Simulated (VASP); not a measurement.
# Pt (Fm-3m) in VASP: a series of runs

Pt is run at these levels: PBE; tasks: single point.

All numbers are computed with VASP 6.6.1; they aren't measurements. Logs are shortened: lines on timing, memory, paths and dates and some standing lists are left out, and cuts for length are marked.

### Step 1. The cell of the first run

It takes space group Fm-3m (No. 225, cubic). Conventional cell: a = 3.701 Å, b = 3.701 Å, c = 3.701 Å, α = 90.00°, β = 90.00°, γ = 90.00°. Pt (site symmetry m-3m) has 12 Pt at 2.62 Å within 3.5 Å.

### Step 2. Single point, PBE (12.67 Å³/atom)

INCAR

```
ALGO     = Normal         # electronic algorithm
EDIFF    = 1E-7           # SCF threshold, eV
ENCUT    = 520            # plane-wave cutoff, eV
GGA      = PE             # functional
ISIF     = 2              # what is computed and relaxed
ISMEAR   = -1             # smearing method
LASPH    = T              # aspherical terms in the spheres
LCHARG   = T              # write CHGCAR
LELF     = T              # ELF
LREAL    = F              # projectors in reciprocal space
LVHAR    = T            
LWAVE    = F              # write WAVECAR
NBANDS   = 11             # bands
NELM     = 80             # most SCF steps
PREC     = Accurate       # precision mode
SIGMA    = 0.05           # smearing width, eV
```

KPOINTS

```
k-points
0
Gamma
  18 18 18
```

POSCAR

```
Pt
1.0
    0.0000000000      1.8504618139      1.8504618139
    1.8504618139      0.0000000000      1.8504618139
    1.8504618139      1.8504618139      0.0000000000
Pt
1
Direct
    0.0000000000      0.0000000000      0.0000000000
```

Potentials or basis: VASP PAW PBE potentials, release 64 (Pt).

On the command line:

```bash
$ cat potpaw_PBE.64/Pt/POTCAR > POTCAR
$ mpirun -np 1 vasp_std > vasp.out
```

OUTCAR:

```text
EDIFF = 1E-7
   ENCUT = 520
   GGA = PE
   ISIF = 2
   ISMEAR = -1
   LASPH = T
   LREAL = F
   NELM = 80
   PREC = Accurate

 ion  position               nearest neighbor table
   1  0.000  0.000  0.000-

  LATTYP: Found a face centered cubic cell.
 ALAT       =     3.7009236278

  Lattice vectors:

 A1 = (   0.0000000000,   1.8504618139,   1.8504618139)
 A2 = (   1.8504618139,   0.0000000000,   1.8504618139)
 A3 = (   1.8504618139,   1.8504618139,   0.0000000000)

Analysis of symmetry for initial positions (statically):
=====================================================================
 Subroutine PRICEL returns:
 Original cell was already a primitive cell.

 Routine SETGRP: Setting up the symmetry group for a
 face centered cubic supercell.

 Subroutine GETGRP returns: Found 48 space group operations
 (whereof 48 operations were pure point group operations)
 out of a pool of 48 trial point group operations.

The static configuration has the point symmetry O_h .

Analysis of symmetry for dynamics (positions and initial velocities):
=====================================================================
 Subroutine PRICEL returns:
 Original cell was already a primitive cell.

 Routine SETGRP: Setting up the symmetry group for a
 face centered cubic supercell.

 Subroutine GETGRP returns: Found 48 space group operations
 (whereof 48 operations were pure point group operations)
 out of a pool of 48 trial point group operations.

The dynamic configuration has the point symmetry O_h .

 Subroutine INISYM returns: Found 48 space group operations
 (whereof 48 operations are pure point group operations),
 and found     1 'primitive' translations

----------------------------------------------------------------------------------------

                                     Primitive cell

  volume of cell :      12.6727

  direct lattice vectors                    reciprocal lattice vectors
     0.000000000  1.850461814  1.850461814    -0.270202820  0.270202820  0.270202820
     1.850461814  0.000000000  1.850461814     0.270202820 -0.270202820  0.270202820
     1.850461814  1.850461814  0.000000000     0.270202820  0.270202820 -0.270202820

  length of vectors
     2.616948194  2.616948194  2.616948194     0.468005012  0.468005012  0.468005012

  position of ions in fractional coordinates (direct lattice)
     0.000000000  0.000000000  0.000000000

  ion indices of the primitive-cell ions
   primitive index   ion index
                 1           1

----------------------------------------------------------------------------------------

 KPOINTS: k-points

Automatic generation of k-mesh.
 Grid dimensions read from file:
 generate k-points for:   18   18   18

 Generating k-lattice:

  Cartesian coordinates                     Fractional coordinates (reciprocal lattice)
    -0.015011268  0.015011268  0.015011268     0.055555556  0.000000000  0.000000000
     0.015011268 -0.015011268  0.015011268     0.000000000  0.055555556  0.000000000
     0.015011268  0.015011268 -0.015011268     0.000000000  0.000000000  0.055555556

  Length of vectors
     0.026000278  0.026000278  0.026000278

  Shift w.r.t. Gamma in fractional coordinates (k-lattice)
     0.000000000  0.000000000  0.000000000

 Subroutine IBZKPT returns following result:
 ===========================================

 Found    195 irreducible k-points:

 Following reciprocal coordinates:
            Coordinates               Weight
  0.000000  0.000000  0.000000      1.000000
  0.055556  0.000000  0.000000      8.000000
  0.111111  0.000000  0.000000      8.000000
  0.166667  0.000000  0.000000      8.000000
  0.222222  0.000000  0.000000      8.000000
  0.277778  0.000000  0.000000      8.000000
[... 16 lines left out ...]
 -0.277778  0.055556  0.000000     24.000000
 -0.222222  0.055556  0.000000     24.000000
 [... further k-points ...]
   k-points           NKPTS =    195   k-points in BZ     NKDIM =    195   number of bands    NBANDS=     11
   number of dos      NEDOS =    301   number of ions     NIONS =      1
   total plane-waves  NPLWV =   8000
   dimension x,y,z NGX =    20 NGY =   20 NGZ =   20
   dimension x,y,z NGXF=    40 NGYF=   40 NGZF=   40
   ions per type =               1
   NGX,Y,Z   is equivalent  to a cutoff of  12.71, 12.71, 12.71 a.u.
   NGXF,Y,Z  is equivalent  to a cutoff of  25.41, 25.41, 25.41 a.u.
 SYSTEM =  unknown system
   PREC   = accura    normal or accurate (medium, high low for compatibility)
   ISTART =      0    job   : 0-new  1-cont  2-samecut
   ICHARG =      2    charge: 1-file 2-atom 10-const
   ISPIN  =      1    spin polarized calculation?
   LNONCOLLINEAR =      F non collinear calculations
   LSORBIT =      F    spin-orbit coupling
   LASPH  =      T    aspherical Exc in radial PAW
   ENCUT  =  520.0 eV  38.22 Ry    6.18 a.u.   4.87  4.87  4.87*2*pi/ulx,y,z
   NELM   =     80;   NELMIN=  2; NELMDL= -5     # of ELM steps
   EDIFF  = 0.1E-06   stopping-criterion for ELM
   LREAL  =      F    real-space projection
   EDIFFG = 0.1E-05   stopping-criterion for IOM
   NSW    =      0    number of steps for IOM
   IBRION =     -1    ionic relax: 0-MD 1-quasi-New 2-CG
   NFREE  =      0    steps in history (QN), initial steepest desc. (CG)
   ISIF   =      2    stress and relaxation
   ISYM   =      2    0-nonsym 1-usesym 2-fastsym
   POTIM  = 0.5000    time-step for ionic-motion
   TEBEG  =    0.0;   TEEND  =   0.0 temperature during run
   PSTRESS=    0.0 pullay stress
   NELECT =      10.0000    total number of electrons
   NUPDOWN=      -1.0000    fix difference up-down
   EMIN   =  10.00;   EMAX   =-10.00  energy-range for DOS
   EFERMI =   0.00;   METHOD = LEGACY
   ISMEAR =    -1;   SIGMA  =   0.05  broadening in eV -4-tet -1-fermi 0-gaus
   EFERMI_NEDOS =   21; number of points for ismear=-14 and -15
   IALGO  =     38    algorithm
   IMIX   =      4    mixing-type and parameters
     AMIX     =   0.40;   BMIX     =  1.00
     AMIX_MAG =   1.60;   BMIX_MAG =  1.00
  volume/ion in A,a.u.               =      12.67        85.52
  Fermi-wavevector in a.u.,A,eV,Ry     =   1.512811  2.858798 31.138259  2.288597
  Thomas-Fermi vector in A             =   2.622686
   LORBIT       =      0    0 simple, 1 ext, 2 COOP (PROOUT), +10 PAW based schemes
   GGA     = PE    functional components
   LHFCALC =     F    Hartree Fock is set to
   AEXX    =    0.0000 exact exchange contribution
   IVDW    =     0    specifies the selected vdW correction
   LEPSILON=     F    determine dielectric tensor
   LRPA    =     F    only Hartree local field effects (RPA)
 non-spin polarized calculation
  energy-cutoff  :      520.00
  volume of cell :       12.67
 maximum number of plane-waves:       350
   NGX =  9   NGY =  9   NGZ =  9

 number of electron      10.0000000 magnetization

 Free energy of the ion-electron system (eV)
  ---------------------------------------------------
  ext. energy  EPLUGINS =         0.00000000
  ---------------------------------------------------
  free energy    TOTEN  =        -5.42687966 eV

  energy without entropy =       -5.41445317  energy(sigma->0) =       -5.42066641

 E-fermi :  14.9732     XC(G=0): -14.5558

 val. band max:       14.9723192725   @ k =  -0.3889   0.3889   0.1667
 cond. band min:      14.9798232789   @ k =  -0.3333   0.3889   0.1111
 fundamental gap:      0.0075040064
 Fermi energy:        14.9732172612

 k-point     1 :       0.0000    0.0000    0.0000
  band No.  band energies     occupation
      1       2.6265      2.00000
      2       9.9407      2.00000
      3       9.9407      2.00000
      4       9.9407      2.00000
      5      12.8052      2.00000
      6      12.8052      2.00000
      7      28.8835      0.00000
      8      34.8738      0.00000
      9      34.8738      0.00000
     10      34.8738      0.00000
     11      40.8944      0.00000

 k-point     2 :       0.0556    0.0000    0.0000
  band No.  band energies     occupation
      1       2.7756      2.00000
      2       9.8627      2.00000
      3      10.0047      2.00000
      4      10.0047      2.00000
      5      12.7629      2.00000
      6      12.7629      2.00000
      7      29.1437      0.00000
      8      34.1814      0.00000
      9      35.1261      0.00000
     10      35.1261      0.00000
     11      41.7541      0.00000

 k-point     3 :       0.1111    0.0000    0.0000
  band No.  band energies     occupation
      1       3.2063      2.00000
      2       9.6648      2.00000
      3      10.1724      2.00000
      4      10.1724      2.00000
      5      12.6706      2.00000
      6      12.6706      2.00000
      7      29.8597      0.00000
      8      32.7631      0.00000
      9      35.8633      0.00000
     10      35.8633      0.00000
     11      43.3469      0.00000

 k-point     4 :       0.1667    0.0000    0.0000
  band No.  band energies     occupation
      1       3.8604      2.00000
      2       9.4508      2.00000
      3      10.3605      2.00000
      4      10.3605      2.00000
      5      12.6349      2.00000
      6      12.6349      2.00000
      7      30.6603      0.00000
      8      31.4080      0.00000
      9      37.0307      0.00000
     10      37.0307      0.00000
     11      42.4615      0.00000
[... 239 lines left out ...]
 k-point    22 :      -0.3333    0.0556    0.0000
  band No.  band energies     occupation
      1       5.7265      2.00000
      2      10.0399      2.00000
      3      10.1850      2.00000
      4      10.7766      2.00000
      5      13.6817      2.00000
      6      14.6822      1.99409
      7      25.9257      0.00000
      8      30.2284      0.00000
      9      36.2923      0.00000
     10      38.3425      0.00000
     11      41.2606      0.00000

 k-point    23 :      -0.2778    0.0556    0.0000
  band No.  band energies     occupation
      1       5.5086      2.00000
      2       9.7623      2.00000
      3      10.2825      2.00000
      4      10.3792      2.00000
      5      13.0130      2.00000
      6      14.0102      2.00000
      7      27.6873      0.00000
      8      31.3916      0.00000
      9      37.5528      0.00000
     10      39.3006      0.00000
     11      40.5528      0.00000

 k-point    24 :      -0.2222    0.0556    0.0000
  band No.  band energies     occupation
      1       4.9717      2.00000
      2       9.3027      2.00000
      3      10.4342      2.00000
      4      10.5214      2.00000
      5      12.4938      2.00000
      6      13.4214      2.00000
      7      29.2381      0.00000
      8      32.0065      0.00000
      9      37.6739      0.00000
     10      39.0208      0.00000
     11      40.0334      0.00000

 [... further k-points ...]

------------------------ aborting loop because EDIFF is reached ----------------------------------------

  FORCE on cell =-STRESS in cart. coord.  units (eV):
  Direction    XX          YY          ZZ          XY          YZ          ZX
  --------------------------------------------------------------------------------------
  -------------------------------------------------------------------------------------
  Total        7.2288309      7.2288309      7.2288309     -0.0000000      0.0000000     -0.0000000
  in kB      913.9201908    913.9201908    913.9201908     -0.0000000      0.0000000     -0.0000000
  external PRESSURE =     913.9201908 kB  Pullay stress =       0.0000000 kB

 VOLUME and BASIS-vectors are now :
 -----------------------------------------------------------------------------
  energy-cutoff  :      520.00
  volume of cell :       12.67
      direct lattice vectors                 reciprocal lattice vectors
     0.000000000  1.850461814  1.850461814    -0.270202820  0.270202820  0.270202820
     1.850461814  0.000000000  1.850461814     0.270202820 -0.270202820  0.270202820
     1.850461814  1.850461814  0.000000000     0.270202820  0.270202820 -0.270202820

 POSITION                                       TOTAL-FORCE (eV/Angst)
 -----------------------------------------------------------------------------------
      0.00000      0.00000      0.00000         0.000000      0.000000      0.000000
 -----------------------------------------------------------------------------------
    total drift:                                0.000000     -0.000000     -0.000000

  FREE ENERGIE OF THE ION-ELECTRON SYSTEM (eV)
  ---------------------------------------------------
  free  energy   TOTEN  =        -5.4268796576 eV

  energy  without entropy=       -5.4144531670  energy(sigma->0) =       -5.42066641
```

It took 36 s on 1 thread of Intel Xeon 8259CL, shared host; peak memory 0.15 GiB.

What came out:

| Item | Value |
| --- | --- |
| Free energy | -5.4269 eV |
| Pressure | 91.4 GPa |
| Band gap on the k mesh | zero (bands 5 and 6 overlap by 3.04 eV) |

Caveat: the cell stands under pressure; spin-orbit coupling is left out, which moves the levels of the heavy elements.

### Step 3. Single point, PBE

INCAR

```
SYSTEM = Pt
ALGO = Normal
EDIFF = 1E-6
ENCUT = 520
GGA = PE
ISIF = 2
ISMEAR = -1
LASPH = .True.
LCHARG = .False.
LREAL = .False.
LWAVE = .False.
NBANDS = 11
NELM = 60
PREC = Accurate
SIGMA = 0.05
```

KPOINTS

```
k-points
0
Gamma
  18 18 18
  0 0 0
```

POSCAR

```
Pt
1.0
    0.0000000000      1.8503595094      1.8503595094
    1.8503595094      0.0000000000      1.8503595094
    1.8503595094      1.8503595094      0.0000000000
Pt
1
Direct
    0.0000000000      0.0000000000      0.0000000000
```

Potentials or basis: VASP PAW PBE potentials, release 64 (Pt).

On the command line:

```bash
$ cat potpaw_PBE.64/Pt/POTCAR > POTCAR
$ mpirun -np 1 vasp_std > vasp.out
```

It took 36 s on 1 thread of Intel Xeon 8259CL, shared host; peak memory 0.15 GiB.

It converged, with:

```
Free energy            : -5.4257 eV
Pressure               : 91.5 GPa
Band gap on the k mesh : zero (bands 5 and 6 overlap by 3.04 eV)
```

Levels at points of the mesh, in eV from the Fermi level:
| k point | band 1 | band 2 | band 3 | band 4 | band 5 | band 6 | band 7 | band 8 | band 9 | band 10 |
| --- | --- | --- | --- | --- | --- | --- | --- | --- | --- | --- |
| (0.00, 0.00, 0.00) | -12.35 | -5.03 | -5.03 | -5.03 | -2.17 | -2.17 | 13.91 | 19.90 | 19.90 | 19.90 |
| (0.50, 0.00, 0.00) | -9.39 | -5.15 | -5.15 | -1.21 | 0.08 | 0.08 | 7.35 | 13.55 | 20.05 | 20.05 |
| (0.50, 0.50, 0.00) | -9.29 | -8.72 | 0.04 | 0.70 | 0.70 | 1.46 | 11.00 | 11.90 | 11.90 | 22.36 |

Caveat: the cell stands under pressure; spin-orbit coupling is left out, which moves the levels of the heavy elements.
